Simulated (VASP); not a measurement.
Input of a VASP 6.6.1 run:

POSCAR

```
Al
1.0
   -1.5514382228      1.5514382228      1.5912186900
    1.5514382228     -1.5514382228      1.5912186900
    1.5514382228      1.5514382228     -1.5912186900
Al
1
Direct
    0.0000000000      0.0000000000      0.0000000000
```

Contents of INCAR.step1:

```
SYSTEM = Al
ALGO = Normal
EDIFF = 1E-4
ENCUT = 520
GGA = PE
ISMEAR = 0
LASPH = .True.
LCHARG = .False.
LREAL = .False.
LWAVE = .True.
NBANDS = 8
NELM = 80
PREC = Accurate
SIGMA = 0.15
```

File INCAR.step2:

```
SYSTEM = Al
ALGO = Normal
EDIFF = 1E-6
ENCUT = 520
ISIF = 2
ISMEAR = 0
ISTART = 1
LASPH = .True.
LCHARG = .False.
LMIXTAU = .True.
LREAL = .False.
LWAVE = .False.
METAGGA = R2SCAN
NBANDS = 8
NELM = 80
PREC = Accurate
SIGMA = 0.15
```

File KPOINTS:

```
k-points
0
Gamma
  20 20 20
  0 0 0
```

Potentials or basis: VASP PAW PBE potentials, release 64 (Al).

The run is started by

```bash
$ cat potpaw_PBE.64/Al/POTCAR > POTCAR
$ cp INCAR.step1 INCAR
$ mpirun -np 1 vasp_std > vasp.out
$ cp INCAR.step2 INCAR
$ mpirun -np 1 vasp_std > vasp.out
```

Predict the pressure.

4.8 GPa.

Stress tensor (GPa, compression positive):
```
4.27 0.00 0.00
0.00 4.27 0.00
0.00 0.00 6.01
```

Caveat: the cell differs from its parent crystal (strain -0.025 along x and y, +0.000 along z); the PAW data sets were made with another functional, which shifts forces and pressure a little.
